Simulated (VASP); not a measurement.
# Ge (P-1) in VASP: further runs

Runs on Ge. Level: LDA. Tasks: single point.

Program: VASP 6.6.1. These are calculated values, not measurements. Logs are shortened: lines on timing, memory, paths and dates and some standing lists are left out, and cuts for length are marked.

**1. The cell of the first run**

The typed cell holds 2 atoms: a = 2.991 Å, b = 2.991 Å, c = 4.728 Å, α = 90.00°, β = 90.00°, γ = 120.33°.

**2. Single point, LDA**

Input file INCAR:

```
SYSTEM = Ge
ALGO     = Normal         ! electronic algorithm
EDIFF    = 1E-7           ! SCF threshold, eV
ENCUT    = 520            ! plane-wave cutoff, eV
ISIF     = 2              ! what is computed and relaxed
ISMEAR   = -1             ! smearing method
LASPH    = .True.         ! aspherical terms in the spheres
LCHARG   = .False.        ! write CHGCAR
LREAL    = .False.        ! projectors in reciprocal space
LWAVE    = .False.        ! write WAVECAR
NBANDS   = 21             ! bands
NELM     = 100            ! most SCF steps
PREC     = Accurate       ! precision mode
SIGMA    = 0.1            ! smearing width, eV
```

Input file KPOINTS:

```
k-points
0
Gamma
  8 8 4
  0 0 0
```

Input file POSCAR:

```
Ge
1.0
    1.4880500000     -2.5946900000      0.0000000000
    1.4880500000      2.5946900000      0.0000000000
    0.0000000000      0.0000000000      4.7276000000
Ge
2
Direct
    0.6678759750      0.3034640250      0.2112000000
    0.3264000000      0.6967000000      0.7408700000
```

Potentials or basis: VASP PAW LDA potentials, release 64 (Ge_d).

The run is started by

```bash
> cat potpaw_LDA.64/Ge_d/POTCAR > POTCAR
> mpirun -np 1 vasp_std > vasp.out
```

OUTCAR:

```text
SYSTEM = Ge
   EDIFF = 1E-7
   ENCUT = 520
   ISIF = 2
   ISMEAR = -1
   LASPH = .True.
   LREAL = .False.
   NELM = 100
   PREC = Accurate

 ion  position               nearest neighbor table
   1  0.668  0.303  0.211-   2 2.72   2 2.80
   2  0.326  0.697  0.741-   1 2.72   1 2.80

  LATTYP: Found a base centered orthorhombic cell.
 ALAT       =     2.9761000000
 B/A-ratio  =     1.7436846880
 C/A-ratio  =     1.5885218911

  Lattice vectors:

 A1 = (   1.4880500000,  -2.5946900000,   0.0000000000)
 A2 = (   1.4880500000,   2.5946900000,   0.0000000000)
 A3 = (   0.0000000000,   0.0000000000,   4.7276000000)

Analysis of symmetry for initial positions (statically):
=====================================================================
 Subroutine PRICEL returns:
 Original cell was already a primitive cell.

 Routine SETGRP: Setting up the symmetry group for a
 base centered orthorhombic supercell.

 Subroutine GETGRP returns: Found  2 space group operations
 (whereof  1 operations were pure point group operations)
 out of a pool of  8 trial point group operations.

The static configuration has the point symmetry C_1 .
 The point group associated with its full space group is S_2 .

Analysis of symmetry for dynamics (positions and initial velocities):
=====================================================================
 Subroutine PRICEL returns:
 Original cell was already a primitive cell.

 Routine SETGRP: Setting up the symmetry group for a
 base centered orthorhombic supercell.

 Subroutine GETGRP returns: Found  2 space group operations
 (whereof  1 operations were pure point group operations)
 out of a pool of  8 trial point group operations.

The dynamic configuration has the point symmetry C_1 .
 The point group associated with its full space group is S_2 .

 Subroutine INISYM returns: Found  2 space group operations
 (whereof  1 operations are pure point group operations),
 and found     1 'primitive' translations

----------------------------------------------------------------------------------------

                                     Primitive cell

  volume of cell :      36.5068

  direct lattice vectors                    reciprocal lattice vectors
     1.488050000 -2.594690000  0.000000000     0.336010215 -0.192701248  0.000000000
     1.488050000  2.594690000  0.000000000     0.336010215  0.192701248  0.000000000
     0.000000000  0.000000000  4.727600000     0.000000000  0.000000000  0.211523818

  length of vectors
     2.991104980  2.991104980  4.727600000     0.387345628  0.387345628  0.211523818

  position of ions in fractional coordinates (direct lattice)
     0.667875975  0.303464025  0.211200000
     0.326400000  0.696700000  0.740870000

  ion indices of the primitive-cell ions
   primitive index   ion index
                 1           1
                 2           2

----------------------------------------------------------------------------------------

 KPOINTS: k-points

Automatic generation of k-mesh.
 Grid dimensions read from file:
 generate k-points for:    8    8    4

 Generating k-lattice:

  Cartesian coordinates                     Fractional coordinates (reciprocal lattice)
     0.042001277 -0.024087656  0.000000000     0.125000000  0.000000000  0.000000000
     0.042001277  0.024087656  0.000000000     0.000000000  0.125000000  0.000000000
     0.000000000  0.000000000  0.052880954     0.000000000  0.000000000  0.250000000

  Length of vectors
     0.048418203  0.048418203  0.052880954

  Shift w.r.t. Gamma in fractional coordinates (k-lattice)
     0.000000000  0.000000000  0.000000000

 Subroutine IBZKPT returns following result:
 ===========================================

 Found    132 irreducible k-points:

 Following reciprocal coordinates:
            Coordinates               Weight
  0.000000  0.000000  0.000000      1.000000
  0.125000 -0.000000  0.000000      2.000000
 -0.000000  0.125000  0.000000      2.000000
  0.250000 -0.000000  0.000000      2.000000
 -0.000000  0.250000  0.000000      2.000000
  0.375000  0.000000  0.000000      2.000000
[... 16 lines left out ...]
  0.375000  0.250000  0.000000      2.000000
  0.250000  0.375000  0.000000      2.000000
 [... further k-points ...]
   k-points           NKPTS =    132   k-points in BZ     NKDIM =    132   number of bands    NBANDS=     21
   number of dos      NEDOS =    301   number of ions     NIONS =      2
   total plane-waves  NPLWV =  20736
   dimension x,y,z NGX =    24 NGY =   24 NGZ =   36
   dimension x,y,z NGXF=    48 NGYF=   48 NGZF=   72
   ions per type =               2
   NGX,Y,Z   is equivalent  to a cutoff of  13.34, 13.34, 12.66 a.u.
   NGXF,Y,Z  is equivalent  to a cutoff of  26.68, 26.68, 25.32 a.u.
 SYSTEM =  Ge
   PREC   = accura    normal or accurate (medium, high low for compatibility)
   ISTART =      0    job   : 0-new  1-cont  2-samecut
   ICHARG =      2    charge: 1-file 2-atom 10-const
   ISPIN  =      1    spin polarized calculation?
   LNONCOLLINEAR =      F non collinear calculations
   LSORBIT =      F    spin-orbit coupling
   LASPH  =      T    aspherical Exc in radial PAW
   ENCUT  =  520.0 eV  38.22 Ry    6.18 a.u.   5.56  5.56  8.79*2*pi/ulx,y,z
   NELM   =    100;   NELMIN=  2; NELMDL= -5     # of ELM steps
   EDIFF  = 0.1E-06   stopping-criterion for ELM
   LREAL  =      F    real-space projection
   EDIFFG = 0.1E-05   stopping-criterion for IOM
   NSW    =      0    number of steps for IOM
   IBRION =     -1    ionic relax: 0-MD 1-quasi-New 2-CG
   NFREE  =      0    steps in history (QN), initial steepest desc. (CG)
   ISIF   =      2    stress and relaxation
   ISYM   =      2    0-nonsym 1-usesym 2-fastsym
   POTIM  = 0.5000    time-step for ionic-motion
   TEBEG  =    0.0;   TEEND  =   0.0 temperature during run
   PSTRESS=    0.0 pullay stress
   NELECT =      28.0000    total number of electrons
   NUPDOWN=      -1.0000    fix difference up-down
   EMIN   =  10.00;   EMAX   =-10.00  energy-range for DOS
   EFERMI =   0.00;   METHOD = LEGACY
   ISMEAR =    -1;   SIGMA  =   0.10  broadening in eV -4-tet -1-fermi 0-gaus
   EFERMI_NEDOS =   21; number of points for ismear=-14 and -15
   IALGO  =     38    algorithm
   IMIX   =      4    mixing-type and parameters
     AMIX     =   0.40;   BMIX     =  1.00
     AMIX_MAG =   1.60;   BMIX_MAG =  1.00
  volume/ion in A,a.u.               =      18.25       123.18
  Fermi-wavevector in a.u.,A,eV,Ry     =   1.498544  2.831838 30.553721  2.245635
  Thomas-Fermi vector in A             =   2.610290
   LORBIT       =      0    0 simple, 1 ext, 2 COOP (PROOUT), +10 PAW based schemes
   GGA     = CA    functional components
   LHFCALC =     F    Hartree Fock is set to
   AEXX    =    0.0000 exact exchange contribution
   IVDW    =     0    specifies the selected vdW correction
   LEPSILON=     F    determine dielectric tensor
   LRPA    =     F    only Hartree local field effects (RPA)
 non-spin polarized calculation
  energy-cutoff  :      520.00
  volume of cell :       36.51
 maximum number of plane-waves:      1014
 NGX is ok and might be reduce to    24
   NGX = 11   NGY = 11   NGZ = 17

 number of electron      27.9999994 magnetization

 Free energy of the ion-electron system (eV)
  ---------------------------------------------------
  ext. energy  EPLUGINS =         0.00000000
  ---------------------------------------------------
  free energy    TOTEN  =        -9.74671233 eV

  energy without entropy =       -9.71384510  energy(sigma->0) =       -9.73027871

 E-fermi :   6.9564     XC(G=0): -11.7346

 val. band max:        6.9405168307   @ k =  -0.2500   0.0000   0.2500
 cond. band min:       6.9624805701   @ k =   0.3750   0.5000  -0.2500
 fundamental gap:      0.0219637394
 Fermi energy:         6.9563829494

 k-point     1 :       0.0000    0.0000    0.0000
  band No.  band energies     occupation
      1     -17.9695      2.00000
      2     -17.9651      2.00000
      3     -17.9559      2.00000
      4     -17.9536      2.00000
      5     -17.9425      2.00000
      6     -17.9357      2.00000
[... 13 lines left out ...]
     20      19.6544      0.00000
     21      20.6379      0.00000

 k-point     2 :       0.1250   -0.0000    0.0000
  band No.  band energies     occupation
      1     -17.9716      2.00000
      2     -17.9646      2.00000
      3     -17.9514      2.00000
      4     -17.9496      2.00000
      5     -17.9375      2.00000
      6     -17.9248      2.00000
[... 13 lines left out ...]
     20      20.3745      0.00000
     21      21.1073      0.00000

 k-point     3 :      -0.0000    0.1250    0.0000
  band No.  band energies     occupation
      1     -17.9749      2.00000
      2     -17.9632      2.00000
      3     -17.9505      2.00000
      4     -17.9460      2.00000
      5     -17.9377      2.00000
      6     -17.9286      2.00000
[... 13 lines left out ...]
     20      20.2666      0.00000
     21      21.3204      0.00000

 k-point     4 :       0.2500   -0.0000    0.0000
  band No.  band energies     occupation
      1     -17.9904      2.00000
      2     -17.9685      2.00000
      3     -17.9528      2.00000
      4     -17.9340      2.00000
      5     -17.9223      2.00000
      6     -17.9126      2.00000
[... 13 lines left out ...]
     20      19.3492      0.00000
     21      20.5021      0.00000

 k-point     5 :      -0.0000    0.2500    0.0000
  band No.  band energies     occupation
      1     -17.9938      2.00000
      2     -17.9682      2.00000
      3     -17.9482      2.00000
      4     -17.9355      2.00000
      5     -17.9218      2.00000
      6     -17.9117      2.00000
[... 13 lines left out ...]
     20      19.7114      0.00000
     21      20.5989      0.00000
[... 382 lines left out ...]
     20      20.6247      0.00000
     21      20.7382      0.00000

 k-point    22 :       0.2500    0.2500    0.0000
  band No.  band energies     occupation
      1     -17.9858      2.00000
      2     -17.9696      2.00000
      3     -17.9604      2.00000
      4     -17.9432      2.00000
      5     -17.9045      2.00000
      6     -17.8981      2.00000
[... 13 lines left out ...]
     20      20.7382      0.00000
     21      20.9158      0.00000

 k-point    23 :       0.3750    0.2500    0.0000
  band No.  band energies     occupation
      1     -17.9975      2.00000
      2     -17.9656      2.00000
      3     -17.9404      2.00000
      4     -17.9346      2.00000
      5     -17.9117      2.00000
      6     -17.9044      2.00000
[... 13 lines left out ...]
     20      20.6078      0.00000
     21      25.1845      0.00000

 k-point    24 :       0.2500    0.3750    0.0000
  band No.  band energies     occupation
      1     -17.9973      2.00000
      2     -17.9692      2.00000
      3     -17.9358      2.00000
      4     -17.9349      2.00000
      5     -17.9146      2.00000
      6     -17.9057      2.00000
[... 13 lines left out ...]
     20      20.6014      0.00000
     21      25.1191      0.00000

 [... further k-points ...]

------------------------ aborting loop because EDIFF is reached ----------------------------------------

  FORCE on cell =-STRESS in cart. coord.  units (eV):
  Direction    XX          YY          ZZ          XY          YZ          ZX
  --------------------------------------------------------------------------------------
  -------------------------------------------------------------------------------------
  Total       -0.4927375     -0.6967650      1.0311288      0.0321852      0.0922674      0.1124530
  in kB      -21.6248184    -30.5789924     45.2532509      1.4125147      4.0493465      4.9352342
  external PRESSURE =      -2.3168533 kB  Pullay stress =       0.0000000 kB

 VOLUME and BASIS-vectors are now :
 -----------------------------------------------------------------------------
  energy-cutoff  :      520.00
  volume of cell :       36.51
      direct lattice vectors                 reciprocal lattice vectors
     1.488050000 -2.594690000  0.000000000     0.336010215 -0.192701248  0.000000000
     1.488050000  2.594690000  0.000000000     0.336010215  0.192701248  0.000000000
     0.000000000  0.000000000  4.727600000     0.000000000  0.000000000  0.211523818

 POSITION                                       TOTAL-FORCE (eV/Angst)
 -----------------------------------------------------------------------------------
      1.44540     -0.94554      0.99847        -0.007526      0.001026      0.487772
      1.52242      0.96081      3.50254         0.007526     -0.001026     -0.487772
 -----------------------------------------------------------------------------------
    total drift:                                0.000032      0.000014      0.000273

  FREE ENERGIE OF THE ION-ELECTRON SYSTEM (eV)
  ---------------------------------------------------
  free  energy   TOTEN  =        -9.7467123284 eV

  energy  without entropy=       -9.7138450986  energy(sigma->0) =       -9.73027871
```

It took 36 s on 1 thread of AMD EPYC 9R45 (Zen 5), shared host; peak memory 0.16 GiB.

What came out:

```
Free energy            : -9.7467 eV
Pressure               : -0.2 GPa
Largest force          : 0.488 eV/Å
Band gap on the k mesh : zero (bands 14 and 15 overlap by 8.79 eV)
```

Forces in eV/Å, atoms in the order of the input:
```
Ge  -0.008  0.001  0.488
Ge   0.008 -0.001 -0.488
```

Levels at points of the mesh, in eV from the Fermi level:
```csv
k point,band 10,band 11,band 12,band 13,band 14,band 15,band 16,band 17,band 18,band 19
"(0.00, 0.00, 0.00)",-24.79,-13.62,-7.67,-5.63,6.07,6.72,7.82,9.00,9.91,11.27
"(0.50, 0.00, 0.00)",-24.79,-8.69,-7.38,-2.46,-1.54,-0.88,1.29,2.25,5.63,7.68
"(0.00, 0.50, 0.00)",-24.80,-8.46,-7.69,-2.29,-1.62,-0.52,0.76,2.21,5.98,7.30
"(0.50, 0.50, 0.00)",-24.78,-9.03,-6.99,-2.78,-1.60,-1.21,2.01,2.30,6.23,7.30
"(0.00, 0.00, 0.50)",-24.81,-12.41,-11.36,1.26,2.18,7.06,7.33,7.65,7.86,12.06
"(0.50, 0.00, 0.50)",-24.79,-7.61,-6.94,-5.34,-4.76,3.34,4.11,4.87,5.27,8.21
"(0.00, 0.50, 0.50)",-24.79,-7.43,-7.00,-5.35,-4.95,3.38,4.26,4.94,5.09,8.21
"(0.50, 0.50, 0.50)",-24.80,-7.92,-7.03,-5.24,-4.50,3.49,4.43,4.58,5.07,8.37
```

(Part 1 of 2 ends here.)
